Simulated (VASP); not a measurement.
# Al (Im-3m) in VASP: a series of runs

Al is run at these levels: PBEsol+D3(BJ); tasks: single point.

Program: VASP 6.6.1. These are calculated values, not measurements. Logs are shortened: lines on timing, memory, paths and dates and some standing lists are left out, and cuts for length are marked.

## 1. The cell of the first run

Symmetry: Im-3m, No. 229, cubic system. Conventional cell: a = 3.182 Å, b = 3.182 Å, c = 3.182 Å, α = 90.00°, β = 90.00°, γ = 90.00°. Within 3.6 Å of Al (site symmetry m-3m) lie 14 Al at 2.76 to 3.18 Å.

This isn't the form of Al at room conditions, which is fcc.

## 2. Single point, PBEsol+D3(BJ)

File INCAR:

```
SYSTEM = Al
  ALGO = Normal
  EDIFF = 1E-6
  ENCUT = 500
  GGA = PS
  GGA_COMPAT = .FALSE.
  ISIF = 2
  ISMEAR = -1
  IVDW = 12
  LASPH = .TRUE.
  LCHARG = .TRUE.
  LELF = .TRUE.
  LREAL = .FALSE.
  LVHAR = .TRUE.
  LWAVE = .FALSE.
  NBANDS = 8
  NELM = 120
  PREC = Accurate
  SIGMA = 0.3
```

File KPOINTS:

```
k-points
0
G
  13 13 13
  0 0 0
```

File POSCAR:

```
Al
1.0
   -1.5912185000      1.5912185000      1.5912185000
    1.5912185000     -1.5912185000      1.5912185000
    1.5912185000      1.5912185000     -1.5912185000
Al
1
Direct
    0.0000000000      0.0000000000      0.0000000000
```

Potentials or basis: VASP PAW PBE potentials, release 64 (Al).

Launch:

```sh
cat potpaw_PBE.64/Al/POTCAR > POTCAR
mpirun -np 1 vasp_std > vasp.out
```

OUTCAR:

```text
SYSTEM = Al
   EDIFF = 1E-6
   ENCUT = 500
   GGA = PS
   ISIF = 2
   ISMEAR = -1
   IVDW = 12
   LASPH = .TRUE.
   LREAL = .FALSE.
   NELM = 120
   PREC = Accurate
 IVDW          = 12

 ion  position               nearest neighbor table
   1  0.000  0.000  0.000-

  LATTYP: Found a body centered cubic cell.
 ALAT       =     3.1824370000

  Lattice vectors:

 A1 = (  -1.5912185000,   1.5912185000,   1.5912185000)
 A2 = (   1.5912185000,  -1.5912185000,   1.5912185000)
 A3 = (   1.5912185000,   1.5912185000,  -1.5912185000)

Analysis of symmetry for initial positions (statically):
=====================================================================
 Subroutine PRICEL returns:
 Original cell was already a primitive cell.

 Routine SETGRP: Setting up the symmetry group for a
 body centered cubic supercell.

 Subroutine GETGRP returns: Found 48 space group operations
 (whereof 48 operations were pure point group operations)
 out of a pool of 48 trial point group operations.

The static configuration has the point symmetry O_h .

Analysis of symmetry for dynamics (positions and initial velocities):
=====================================================================
 Subroutine PRICEL returns:
 Original cell was already a primitive cell.

 Routine SETGRP: Setting up the symmetry group for a
 body centered cubic supercell.

 Subroutine GETGRP returns: Found 48 space group operations
 (whereof 48 operations were pure point group operations)
 out of a pool of 48 trial point group operations.

The dynamic configuration has the point symmetry O_h .

 Subroutine INISYM returns: Found 48 space group operations
 (whereof 48 operations are pure point group operations),
 and found     1 'primitive' translations

----------------------------------------------------------------------------------------

                                     Primitive cell

  volume of cell :      16.1157

  direct lattice vectors                    reciprocal lattice vectors
    -1.591218500  1.591218500  1.591218500     0.000000000  0.314224602  0.314224602
     1.591218500 -1.591218500  1.591218500     0.314224602  0.000000000  0.314224602
     1.591218500  1.591218500 -1.591218500     0.314224602  0.314224602  0.000000000

  length of vectors
     2.756071288  2.756071288  2.756071288     0.444380694  0.444380694  0.444380694

  position of ions in fractional coordinates (direct lattice)
     0.000000000  0.000000000  0.000000000

  ion indices of the primitive-cell ions
   primitive index   ion index
                 1           1

----------------------------------------------------------------------------------------

 KPOINTS: k-points

Automatic generation of k-mesh.
 Grid dimensions read from file:
 generate k-points for:   13   13   13

 Generating k-lattice:

  Cartesian coordinates                     Fractional coordinates (reciprocal lattice)
     0.000000000  0.024171123  0.024171123     0.076923077  0.000000000  0.000000000
     0.024171123  0.000000000  0.024171123     0.000000000  0.076923077  0.000000000
     0.024171123  0.024171123  0.000000000     0.000000000  0.000000000  0.076923077

  Length of vectors
     0.034183130  0.034183130  0.034183130

  Shift w.r.t. Gamma in fractional coordinates (k-lattice)
     0.000000000  0.000000000  0.000000000

 Subroutine IBZKPT returns following result:
 ===========================================

 Found     84 irreducible k-points:

 Following reciprocal coordinates:
            Coordinates               Weight
  0.000000  0.000000  0.000000      1.000000
  0.076923  0.000000  0.000000     12.000000
  0.153846  0.000000  0.000000     12.000000
  0.230769  0.000000  0.000000     12.000000
  0.307692  0.000000  0.000000     12.000000
  0.384615  0.000000  0.000000     12.000000
[... 16 lines left out ...]
  0.153846  0.076923  0.076923     24.000000
  0.230769  0.076923  0.076923     24.000000
 [... further k-points ...]
   k-points           NKPTS =     84   k-points in BZ     NKDIM =     84   number of bands    NBANDS=      8
   number of dos      NEDOS =    301   number of ions     NIONS =      1
   total plane-waves  NPLWV =   8000
   dimension x,y,z NGX =    20 NGY =   20 NGZ =   20
   dimension x,y,z NGXF=    40 NGYF=   40 NGZF=   40
   ions per type =               1
   NGX,Y,Z   is equivalent  to a cutoff of  12.06, 12.06, 12.06 a.u.
   NGXF,Y,Z  is equivalent  to a cutoff of  24.13, 24.13, 24.13 a.u.
 SYSTEM =  Al
   PREC   = accura    normal or accurate (medium, high low for compatibility)
   ISTART =      0    job   : 0-new  1-cont  2-samecut
   ICHARG =      2    charge: 1-file 2-atom 10-const
   ISPIN  =      1    spin polarized calculation?
   LNONCOLLINEAR =      F non collinear calculations
   LSORBIT =      F    spin-orbit coupling
   LASPH  =      T    aspherical Exc in radial PAW
   ENCUT  =  500.0 eV  36.75 Ry    6.06 a.u.   5.02  5.02  5.02*2*pi/ulx,y,z
   NELM   =    120;   NELMIN=  2; NELMDL= -5     # of ELM steps
   EDIFF  = 0.1E-05   stopping-criterion for ELM
   LREAL  =      F    real-space projection
   EDIFFG = 0.1E-04   stopping-criterion for IOM
   NSW    =      0    number of steps for IOM
   IBRION =     -1    ionic relax: 0-MD 1-quasi-New 2-CG
   NFREE  =      0    steps in history (QN), initial steepest desc. (CG)
   ISIF   =      2    stress and relaxation
   ISYM   =      2    0-nonsym 1-usesym 2-fastsym
   POTIM  = 0.5000    time-step for ionic-motion
   TEBEG  =    0.0;   TEEND  =   0.0 temperature during run
   PSTRESS=    0.0 pullay stress
   NELECT =       3.0000    total number of electrons
   NUPDOWN=      -1.0000    fix difference up-down
   EMIN   =  10.00;   EMAX   =-10.00  energy-range for DOS
   EFERMI =   0.00;   METHOD = LEGACY
   ISMEAR =    -1;   SIGMA  =   0.30  broadening in eV -4-tet -1-fermi 0-gaus
   EFERMI_NEDOS =   21; number of points for ismear=-14 and -15
   IALGO  =     38    algorithm
   IMIX   =      4    mixing-type and parameters
     AMIX     =   0.40;   BMIX     =  1.00
     AMIX_MAG =   1.60;   BMIX_MAG =  1.00
  volume/ion in A,a.u.               =      16.12       108.75
  Fermi-wavevector in a.u.,A,eV,Ry     =   0.934757  1.766435 11.888374  0.873771
  Thomas-Fermi vector in A             =   2.061595
   LORBIT       =      0    0 simple, 1 ext, 2 COOP (PROOUT), +10 PAW based schemes
   GGA     = PS    functional components
   LHFCALC =     F    Hartree Fock is set to
   AEXX    =    0.0000 exact exchange contribution
   IVDW    =    12    specifies the selected vdW correction
   LEPSILON=     F    determine dielectric tensor
   LRPA    =     F    only Hartree local field effects (RPA)
 non-spin polarized calculation
  energy-cutoff  :      500.00
  volume of cell :       16.12
 maximum number of plane-waves:       420
   NGX =  9   NGY =  9   NGZ =  9

 number of electron       3.0000000 magnetization

 Free energy of the ion-electron system (eV)
  ---------------------------------------------------
  ext. energy  EPLUGINS =         0.00000000
  ---------------------------------------------------
  free energy    TOTEN  =        -4.05190030 eV

  energy without entropy =       -3.93132045  energy(sigma->0) =       -3.99161037

 E-fermi :   8.2015     XC(G=0): -10.3469

 val. band max:        8.0908782288   @ k =   0.3077   0.1538  -0.0000
 cond. band min:       8.2511456480   @ k =  -0.3846   0.3846   0.1538
 fundamental gap:      0.1602674192
 Fermi energy:         8.2015412560

 k-point     1 :       0.0000    0.0000    0.0000
  band No.  band energies     occupation
      1      -3.0914      2.00000
      2      21.5848      0.00000
      3      21.5848      0.00000
      4      21.5848      0.00000
      5      23.2268      0.00000
      6      23.2268      0.00000
      7      23.2268      0.00000
      8      24.6688      0.00000

 k-point     2 :       0.0769    0.0000    0.0000
  band No.  band energies     occupation
      1      -2.9185      2.00000
      2      19.6722      0.00000
      3      20.5549      0.00000
      4      20.9162      0.00000
      5      22.4947      0.00000
      6      23.5031      0.00000
      7      23.9173      0.00000
      8      24.5436      0.00000

 k-point     3 :       0.1538    0.0000    0.0000
  band No.  band energies     occupation
      1      -2.4011      2.00000
      2      16.5057      0.00000
      3      19.2535      0.00000
      4      19.6629      0.00000
      5      21.2496      0.00000
      6      22.4035      0.00000
      7      24.8105      0.00000
      8      25.1708      0.00000

 k-point     4 :       0.2308    0.0000    0.0000
  band No.  band energies     occupation
      1      -1.5430      2.00000
      2      13.3229      0.00000
      3      18.1813      0.00000
      4      18.4717      0.00000
      5      20.1264      0.00000
      6      21.4678      0.00000
      7      25.8288      0.00000
      8      25.8571      0.00000

 k-point     5 :       0.3077    0.0000    0.0000
  band No.  band energies     occupation
      1      -0.3505      2.00000
      2      10.3415      0.00160
      3      17.3742      0.00000
      4      17.5253      0.00000
      5      19.2540      0.00000
      6      20.6922      0.00000
      7      26.7369      0.00000
      8      27.1399      0.00000

 k-point     6 :       0.3846    0.0000    0.0000
  band No.  band energies     occupation
      1       1.1670      2.00000
      2       7.6201      1.74832
      3      16.8367      0.00000
      4      16.8789      0.00000
      5      18.6648      0.00000
      6      20.1367      0.00000
      7      27.8438      0.00000
      8      28.6484      0.00000

 k-point     7 :       0.4615    0.0000    0.0000
  band No.  band energies     occupation
      1       2.9862      2.00000
      2       5.1967      1.99991
      3      16.5521      0.00000
      4      16.5685      0.00000
      5      18.3687      0.00000
      6      19.8475      0.00000
      7      28.9057      0.00000
      8      30.1507      0.00000
[... 133 lines left out ...]
 k-point    20 :       0.3846    0.2308    0.0000
  band No.  band energies     occupation
      1       4.8719      1.99997
      2       5.4295      1.99981
      3       9.4537      0.03032
      4      15.6357      0.00000
      5      21.9959      0.00000
      6      25.3339      0.00000
      7      25.6730      0.00000
      8      29.0440      0.00000

 k-point    21 :       0.3077    0.3077    0.0000
  band No.  band energies     occupation
      1       4.9321      1.99996
      2       6.7942      1.98182
      3       7.5734      1.78061
      4      15.4931      0.00000
      5      23.5295      0.00000
      6      23.9589      0.00000
      7      25.5553      0.00000
      8      31.0283      0.00000

 k-point    22 :       0.0769    0.0769    0.0769
  band No.  band energies     occupation
      1      -2.0572      2.00000
      2      16.6512      0.00000
      3      16.6512      0.00000
      4      17.1733      0.00000
      5      24.1399      0.00000
      6      24.1399      0.00000
      7      24.6631      0.00000
      8      24.6631      0.00000

 k-point    23 :       0.1538    0.0769    0.0769
  band No.  band energies     occupation
      1      -1.2012      2.00000
      2      13.5981      0.00000
      3      15.4106      0.00000
      4      15.9614      0.00000
      5      23.5426      0.00000
      6      23.9429      0.00000
      7      25.7547      0.00000
      8      25.8865      0.00000

 k-point    24 :       0.2308    0.0769    0.0769
  band No.  band energies     occupation
      1      -0.0118      2.00000
      2      10.6432      0.00058
      3      14.4608      0.00000
      4      15.0932      0.00000
      5      22.8164      0.00000
      6      23.3235      0.00000
      7      26.9345      0.00000
      8      27.2402      0.00000

 [... further k-points ...]

------------------------ aborting loop because EDIFF is reached ----------------------------------------

 Edisp (eV)   -0.32540

 E8    (eV) :    -0.2192

  FORCE on cell =-STRESS in cart. coord.  units (eV):
  Direction    XX          YY          ZZ          XY          YZ          ZX
  --------------------------------------------------------------------------------------
  -------------------------------------------------------------------------------------
  Total      -0.07104    -0.07104    -0.07104     0.00000     0.00000     0.00000
  in kB      -7.06243    -7.06243    -7.06243     0.00000     0.00000     0.00000
  external pressure =       -7.06 kB  Pullay stress =        0.00 kB

 VOLUME and BASIS-vectors are now :
 -----------------------------------------------------------------------------
  energy-cutoff  :      500.00
  volume of cell :       16.12
      direct lattice vectors                 reciprocal lattice vectors
    -1.591218500  1.591218500  1.591218500     0.000000000  0.314224602  0.314224602
     1.591218500 -1.591218500  1.591218500     0.314224602  0.000000000  0.314224602
     1.591218500  1.591218500 -1.591218500     0.314224602  0.314224602  0.000000000

 POSITION                                       TOTAL-FORCE (eV/Angst)
 -----------------------------------------------------------------------------------
      0.00000      0.00000      0.00000        -0.000000     -0.000000      0.000000
 -----------------------------------------------------------------------------------
    total drift:                                0.000000      0.000000     -0.000000

  FREE ENERGIE OF THE ION-ELECTRON SYSTEM (eV)
  ---------------------------------------------------
  free  energy   TOTEN  =        -4.3772993248 eV

  energy  without entropy=       -4.2567194763  energy(sigma->0) =       -4.31700940
```

Wall time 3.3 s (1 thread of Intel Xeon Platinum 8481C at 2.70GHz (Sapphire Rapids), shared host); peak memory 0.13 GiB.

Results:

* Free energy: -4.3773 eV
* Pressure: -0.7 GPa
* Band gap on the k mesh: zero (an odd number of electrons rules out a gap without spin polarisation)
* Dispersion energy per atom: -0.325 eV

Caveat: so wide a smearing shifts energies and pressures; the PAW data sets were made with another functional, which shifts forces and pressure a little.

## 3. Single point, PBEsol+D3(BJ)

File INCAR:

```
SYSTEM = Al
  PREC = Accurate
  ENCUT = 500
  EDIFF = 1E-6
  ISMEAR = -1
  SIGMA = 0.2
  LREAL = .False.
  LASPH = .True.
  NELM = 120
  ALGO = Normal
  ISIF = 2
  LWAVE = .False.
  LCHARG = .True.
  GGA = PS
  IVDW = 12
  LELF = .True.
  LVHAR = .True.
  NBANDS = 8
  GGA_COMPAT = .False.
```

File KPOINTS:

```
regular mesh
0
Gamma
  13 13 13
  0 0 0
```

POSCAR is that of step 2.

Potentials or basis: VASP PAW PBE potentials, release 64 (Al).

Launch:

```sh
cat potpaw_PBE.64/Al/POTCAR > POTCAR
mpirun -np 1 vasp_std > vasp.out
```

Run time: 3.2 s. Hardware: 1 thread of Intel Xeon Platinum 8481C at 2.70GHz (Sapphire Rapids), shared host; peak memory 0.13 GiB.

Results (log left out):

```yaml
Free_energy: -4.3440 eV
Pressure: -1.0 GPa
Band_gap_on_the_k_mesh: zero (an odd number of electrons rules out a gap without spin polarisation)
Dispersion_energy_per_atom: -0.325 eV
```

Levels at points of the mesh, in eV from the Fermi level:
```
           k point  band 1  band 2  band 3  band 4  band 5
(0.00, 0.00, 0.00)  -11.30   13.37   13.37   13.37   15.02
```

Caveat: the PAW data sets were made with another functional, which shifts forces and pressure a little.
